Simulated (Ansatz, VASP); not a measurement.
## One calculation of Ni, two programs

The input INCAR:

```
SYSTEM = Ni
PREC     = Accurate       ! precision mode
ENCUT    = 520            ! plane-wave cutoff, eV
EDIFF    = 1E-6           ! SCF threshold, eV
ISMEAR   = -1             ! smearing method
SIGMA    = 0.05           ! smearing width, eV
LREAL    = .False.        ! projectors in reciprocal space
LASPH    = .True.         ! aspherical terms in the spheres
NELM     = 150            ! most SCF steps
ALGO     = Normal         ! electronic algorithm
ISIF     = 2              ! what is computed and relaxed
LWAVE    = .False.        ! write WAVECAR
LCHARG   = .False.        ! write CHGCAR
ISPIN    = 2              ! spin polarisation
MAGMOM   = -0.667 -0.667 -0.676 -0.676 ! initial moments
LORBIT   = 11             ! projections on sites
LMAXMIX  = 4              ! l up to which the mixer works
GGA      = B5             ! functional
ALDAX    = 1.0          
AGGAX    = 1.0          
AGGAC    = 1.0          
ALDAC    = 0.0          
NBANDS   = 32             ! bands
```

The input KPOINTS:

```
Automatic mesh
0
Gamma
  16 16 5
  0 0 0
```

The input POSCAR:

```
Ni
1.0
    2.5280909574      0.0000000000      0.0000000000
   -1.2640454787      2.1893909921      0.0000000000
    0.0000000000      0.0000000000      8.2839522644
Ni
4
Direct
    1.0000000000      1.0000000000      0.0000000000
    1.0000000000      1.0000000000      0.5000000000
    0.3333333333      0.6666666667      0.2500000000
    0.6666666667      0.3333333333      0.7500000000
```

Input for Ansatz:

```yaml
crystal:
  lattice:
    - [2.5280909574, 0.0, 0.0]
    - [-1.2640454787, 2.1893909921, 0.0]
    - [0.0, 0.0, 8.2839522644]
  atoms:
    - { symbol: Ni, position: [1.0, 1.0, 0.0], spin: -0.667 }
    - { symbol: Ni, position: [1.0, 1.0, 0.5], spin: -0.667 }
    - { symbol: Ni, position: [0.3333333333, 0.6666666667, 0.25], spin: -0.676 }
    - { symbol: Ni, position: [0.6666666667, 0.3333333333, 0.75], spin: -0.676 }
hamiltonian:
  xc: blyp
  pseudopotentials:
    kind: paw
    azcp:
      Ni: "pseudopotentials/Ni.paw.azcp"
basis:
  ecutwfc: 420
  fft_grid_basis: typed
kpoints:
  mp_grid: { grid: [16, 16, 5], shift: [0, 0, 0] }
magnetization:
  spin_polarized: true
scf:
  occupations: { method: fermi_dirac, width: 0.05 }
  lower_state_search: "off"
output:
  stress: true
```

Alike in both runs: task single point; functional BLYP; k mesh 16 × 16 × 5; occupations fermi-dirac, width 0.05 eV; collinear spin.

|  | VASP | Ansatz |
| --- | --- | --- |
| version | VASP 6.6.1 | Ansatz 0.2.0 |
| potentials or method | VASP PAW PBE potentials, release 64 (Ni), cutoff 520 eV | plane waves (420 eV) with PAW, scalar-relativistic |
| valence electrons in the cell | 40 | 72 |

```csv
,VASP,Ansatz,Ansatz less VASP
pressure (GPa),0.0,-0.1,-0.12
"traceless stress, the component that is largest in VASP (GPa)",0.38,0.34,-0.043
net moment per atom (μB),0.60,0.61,+0.014
size of the moment on the site where the two differ most (μB),0.62,0.65,+0.037
```

VASP's potentials were made for PBE, not for BLYP. Site moments also hang on the region over which each program counts them. VASP's potentials hold 40 valence electrons a cell and Ansatz's 72, so a difference there can come from the potentials and not from the codes.
